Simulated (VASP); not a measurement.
# Ti (Pm-3m) in VASP: further runs, part 2 of 2

VASP 6.6.1. The steps go on from the part before.

### 4 Single point, RPBE (volume scaled by 1.04)

File INCAR:

```
SYSTEM = Ti
PREC = Accurate ; ENCUT = 520
EDIFF = 1E-7 ; ISMEAR = -1
SIGMA = 0.1 ; LREAL = .FALSE.
LASPH = .TRUE. ; NELM = 100
ALGO = Normal ; ISIF = 2
LWAVE = .FALSE. ; LCHARG = .TRUE.
GGA = RP ; LELF = .TRUE.
LVHAR = .TRUE. ; NBANDS = 12
```

File KPOINTS:

```
Automatic mesh
0
G
  13 13 13
  0 0 0
```

File POSCAR:

```
Ti
1.0
    2.7129778150      0.0000000000      0.0000000000
    0.0000000000      2.7129778150      0.0000000000
    0.0000000000      0.0000000000      2.7129778150
Ti
1
Direct
    0.0000000000      0.0000000000      0.0000000000
```

Potentials or basis: VASP PAW PBE potentials, release 64 (Ti_sv).

On the command line:

```
cat potpaw_PBE.64/Ti_sv/POTCAR > POTCAR
mpirun -np 1 vasp_std > vasp.out
```

OUTCAR:

```text
SYSTEM = Ti
   PREC = Accurate
   ENCUT = 520
   EDIFF = 1E-7
   ISMEAR = -1
   LREAL = .FALSE.
   LASPH = .TRUE.
   NELM = 100
   ISIF = 2
   GGA = RP

 ion  position               nearest neighbor table
   1  0.000  0.000  0.000-

  LATTYP: Found a simple cubic cell.
 ALAT       =     2.7129778150

  Lattice vectors:

 A1 = (   2.7129778150,   0.0000000000,   0.0000000000)
 A2 = (   0.0000000000,   2.7129778150,   0.0000000000)
 A3 = (   0.0000000000,   0.0000000000,   2.7129778150)

[... 535 lines left out ...]
     11      14.3026      0.00000
     12      18.5196      0.00000

 [... further k-points ...]

------------------------ aborting loop because EDIFF is reached ----------------------------------------

  FORCE on cell =-STRESS in cart. coord.  units (eV):
  Direction    XX          YY          ZZ          XY          YZ          ZX
  --------------------------------------------------------------------------------------
  -------------------------------------------------------------------------------------
  Total       -0.3606276     -0.3606276     -0.3606276     -0.0000000      0.0000000     -0.0000000
  in kB      -28.9354860    -28.9354860    -28.9354860     -0.0000000      0.0000000     -0.0000000
  external PRESSURE =     -28.9354860 kB  Pullay stress =       0.0000000 kB

 VOLUME and BASIS-vectors are now :
 -----------------------------------------------------------------------------
  energy-cutoff  :      520.00
  volume of cell :       19.97
      direct lattice vectors                 reciprocal lattice vectors
     2.712977815  0.000000000  0.000000000     0.368598665  0.000000000  0.000000000
     0.000000000  2.712977815  0.000000000     0.000000000  0.368598665  0.000000000
     0.000000000  0.000000000  2.712977815     0.000000000  0.000000000  0.368598665

 POSITION                                       TOTAL-FORCE (eV/Angst)
 -----------------------------------------------------------------------------------
      0.00000      0.00000      0.00000         0.000000      0.000000      0.000000
 -----------------------------------------------------------------------------------
    total drift:                               -0.000000     -0.000000     -0.000000

  FREE ENERGIE OF THE ION-ELECTRON SYSTEM (eV)
  ---------------------------------------------------
  free  energy   TOTEN  =        -6.6220589502 eV

  energy  without entropy=       -6.5437366615  energy(sigma->0) =       -6.58289781
```

OSZICAR:

```text
N       E                     dE             d eps       ncg     rms          rms(c)
DAV:   1     0.874755285560E+02    0.87476E+02   -0.65019E+03  2020   0.117E+03
DAV:   2    -0.265522860049E+01   -0.90131E+02   -0.87455E+02  2076   0.296E+02
DAV:   3    -0.723164785780E+01   -0.45764E+01   -0.44369E+01  2816   0.670E+01
DAV:   4    -0.734124662562E+01   -0.10960E+00   -0.10885E+00  2320   0.926E+00
DAV:   5    -0.734405310781E+01   -0.28065E-02   -0.28052E-02  2508   0.132E+00    0.674E+00
DAV:   6    -0.659868744775E+01    0.74537E+00   -0.20064E+00  2168   0.185E+01    0.187E+00
DAV:   7    -0.660806720740E+01   -0.93798E-02   -0.49850E-02  2452   0.212E+00    0.116E+00
DAV:   8    -0.662169982587E+01   -0.13633E-01   -0.31580E-02  2196   0.184E+00    0.943E-02
DAV:   9    -0.662208687129E+01   -0.38705E-03   -0.23555E-03  2596   0.404E-01    0.725E-02
DAV:  10    -0.662208721054E+01   -0.33925E-06   -0.15064E-04  2192   0.122E-01    0.209E-02
DAV:  11    -0.662205748891E+01    0.29722E-04   -0.17376E-05  2384   0.593E-02    0.750E-03
DAV:  12    -0.662205899450E+01   -0.15056E-05   -0.22653E-06  2552   0.156E-02    0.202E-03
DAV:  13    -0.662205912673E+01   -0.13224E-06   -0.85630E-08  1724   0.403E-03    0.156E-03
DAV:  14    -0.662205896510E+01    0.16163E-06   -0.29191E-08  1104   0.176E-03    0.274E-04
DAV:  15    -0.662205895019E+01    0.14907E-07   -0.35145E-09  1116   0.515E-04
   1 F= -.66220590E+01 E0= -.65828978E+01  d E =-.783223E-01
```

stdout:

```text
POSCAR found type information on POSCAR Ti
 POSCAR found :  1 types and       1 ions
 scaLAPACK will be used
 -----------------------------------------------------------------------------
|                                                                             |
|                                                                             |
|     You enforced a specific xc type in the INCAR file but a different       |
|     I HOPE YOU KNOW WHAT YOU ARE DOING!                                     |
|                                                                             |
 -----------------------------------------------------------------------------

 LDA part: xc-table for (Slater+PW92), standard interpolation
 POSCAR, INCAR and KPOINTS ok, starting setup
 FFT: planning ... GRIDC
 FFT: planning ... GRID_SOFT
 FFT: planning ... GRID
 WAVECAR not read
 entering main loop
```

It took 22 s on 1 thread of AMD EPYC 7R43 (Zen 3), shared host; peak memory 0.09 GiB.

What came out:

```
Free energy            : -6.6221 eV
Pressure               : -2.9 GPa
Band gap on the k mesh : zero (band 6 reaches 7.43 eV, above the bottom of band 7 at 5.73 eV)
```

Caveat: the PAW data sets were made with another functional, which shifts forces and pressure a little.

### 5 The runs side by side

```csv
cell,k mesh,gap on the mesh (eV),pressure (GPa)
"a = 2.678 Å, 1 atom",12 × 12 × 12,none,-0.1
"a = 2.678 Å, 1 atom",13 × 13 × 13,none,-0.3
"a = 2.713 Å, 1 atom",13 × 13 × 13,none,-2.9
```

Alike in all rows: task single point; level RPBE; potentials or basis VASP PAW PBE potentials, release 64 (Ti_sv); no spin polarisation; cutoff (eV) 520; smearing fermi-dirac 0.1 eV.

Caveats: the PAW data sets were made with another functional, which shifts forces and pressure a little.

Total energies depend on the potentials used, so only differences within one code and one set of settings carry meaning.
